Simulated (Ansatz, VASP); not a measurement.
**Two plane-wave programs on ZnS**

```
Zn S
1.0
     3.80509    0.00000    0.00000
    -1.90254    3.29530    0.00000
     0.00000    0.00000   24.91593
Zn S
8 8
Direct
  0.33333 0.66667 0.12512
  0.00000 0.00000 0.00016
  0.66667 0.33333 0.62505
  0.66667 0.33333 0.87514
  0.00000 0.00000 0.75002
  0.33333 0.66667 0.50008
  0.00000 0.00000 0.37509
  0.66667 0.33333 0.25013
  0.66667 0.33333 0.34372
  0.66667 0.33333 0.71858
  0.33333 0.66667 0.21873
  0.00000 0.00000 0.84367
  0.66667 0.33333 0.96881
  0.00000 0.00000 0.09373
  0.33333 0.66667 0.59369
  0.00000 0.00000 0.46869
```

Alike in both runs: task electric field gradients; functional PBE; k mesh 8 × 8 × 2; occupations fermi-dirac, width 0.02 eV; no spin polarisation.

```csv
,VASP,Ansatz
version,VASP 6.6.1,Ansatz 0.2.0
potentials or method,"VASP PAW PBE potentials, release 64 (Zn, S)","plane-wave PAW, scalar-relativistic"
plane-wave cutoff (eV),520,420
valence electrons in the cell,144,144
```

|  | VASP | Ansatz | Ansatz less VASP |
| --- | --- | --- | --- |
| gap on the k mesh at the Fermi level (eV) | 2.17 | 2.17 | -0.006 |
| pressure (GPa) | 2.6 | 2.4 | -0.15 |
| rms of the force components (eV/Å) | 0.004 | 0.004 | +0.0002 |
| size of Vzz on the site where it differs most (V/Å²) | 0.5 | 0.6 | +0.07 |

Atom by atom the forces differ by 0.001 eV/Å (rms over components).
